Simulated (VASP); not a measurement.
Set up this calculation in VASP 6.6.1, as the native input.

| Item | Value |
| --- | --- |
| Task | relaxation of cell and atoms |
| Functional | PBE |
| Potentials or basis | VASP PAW PBE potentials, release 64 (Bi_d, Se) |
| Cutoff | 500 eV |
| k mesh | 10 × 10 × 10 |
| Occupations | gaussian, width 0.01 eV |
| Spin | no spin polarisation |
| Dipole correction | no |
| Further INCAR settings | ALGO = Normal; EDIFF = 1e-07; IBRION = 2; EDIFFG = -0.01; NSW = 100; ISIF = 3 |

The structure of Bi2Se3 lies in POSCAR:

```
Bi2Se3
1.0
   -2.5404035630      2.5404035630      6.2951294125
    2.5404035630     -2.5404035630      6.2951294125
    2.5404035630      2.5404035630     -6.2951294125
Bi Se
2 3
Direct
    0.4125203484      0.9125203484      0.5000000000
    0.9125203484      0.4125203484      0.5000000000
    0.6266626734      0.1266626734      0.5000000000
    0.1266626734      0.6266626734      0.5000000000
    0.1627436064      0.1627436064      0.0000000000
```

The cell was generated, and may not be a known phase.

These files were run (other wordings do the same):

INCAR

```
PREC = Accurate ; ENCUT = 500
EDIFF = 1E-7 ; ISMEAR = 0
SIGMA = 0.01 ; LREAL = F
LASPH = T ; NELM = 120
ALGO = Normal ; ISIF = 3
LWAVE = F ; LCHARG = F
GGA = PE ; IBRION = 2
NSW = 100 ; EDIFFG = -0.01
GGA_COMPAT = F ; NELMIN = 4
```

KPOINTS

```
Automatic mesh
0
Gamma
  10 10 10
```

Potentials or basis: VASP PAW PBE potentials, release 64 (Bi_d, Se).

Command:

```bash
$ cat potpaw_PBE.64/Bi_d/POTCAR potpaw_PBE.64/Se/POTCAR > POTCAR
$ mpirun -np 1 vasp_std > vasp.out
```

It gave:

```json
{"Relaxed volume": "32.37 Å³/atom", "Relaxed cell": "a = 7.237 Å, b = 7.237 Å, c = 7.237 Å, α = 138.95°, β = 138.95°, γ = 59.45°", "Space group after relaxing (to 0.1 Å)": "I4mm (No. 107)", "Energy gained by relaxing": "0.1 meV/atom", "Ionic steps": "5", "Pressure after relaxing": "0.0 GPa", "Largest force after relaxing": "0.008 eV/Å", "Band gap on the k mesh": "zero (bands 24 and 25 overlap by 0.18 eV)"}
```

Caveat: spin-orbit coupling is left out, which moves the levels of the heavy elements.

Run time: 39 min on 1 thread of Intel(R) Xeon(R) Platinum 8259CL CPU @ 2.50GHz (Skylake/Cascade Lake), with other jobs on the host, peak memory 0.67 GiB.
